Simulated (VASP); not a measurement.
A run of VASP 6.6.1:

File INCAR:

```
  PREC = Accurate
  ENCUT = 520
  EDIFF = 1E-6
  ISMEAR = 0
  SIGMA = 0.1
  LREAL = False
  LASPH = True
  NELM = 150
  ALGO = Normal
  ISIF = 2
  LWAVE = False
  LCHARG = True
  ISPIN = 2
  MAGMOM = 1.31 0.36 0 0 0 0
  LORBIT = 11
  LMAXMIX = 4
  GGA = PE
  LELF = True
  LVHAR = True
  NBANDS = 38
```

File KPOINTS:

```
regular mesh
0
Gamma
  12 12 4
```

Contents of POSCAR:

```
TaTiF4
1.0
    3.0260695175      0.0000000000      0.0000000000
    0.0000000000      3.0260695175      0.0000000000
    0.0000000000      0.0000000000      9.2109157128
Ti Ta F
1 1 4
Direct
    0.0000000000      0.0000000000      0.5000000000
    0.0000000000      0.0000000000      0.0000000000
    0.5000000000      0.5000000000      0.0000000000
    0.5000000000      0.5000000000      0.2469909000
    0.5000000000      0.5000000000      0.7530091000
    0.5000000000      0.5000000000      0.5000000000
```

Potentials or basis: VASP PAW PBE potentials, release 64 (Ti_sv, Ta_pv, F).

The run is started by

```bash
$ cat potpaw_PBE.64/Ti_sv/POTCAR potpaw_PBE.64/Ta_pv/POTCAR potpaw_PBE.64/F/POTCAR > POTCAR
$ mpirun -np 1 vasp_std > vasp.out
```

Hardware: 1 thread of Oxide Virtual Turin-like Processor, with other jobs on the host.

Question: How long does it take, and how much memory?

Answer: It took 12 min on 1 thread of Oxide Virtual Turin-like Processor, with other jobs on the host, peak memory 0.47 GiB. Counts: scf iterations 23, k points 84.
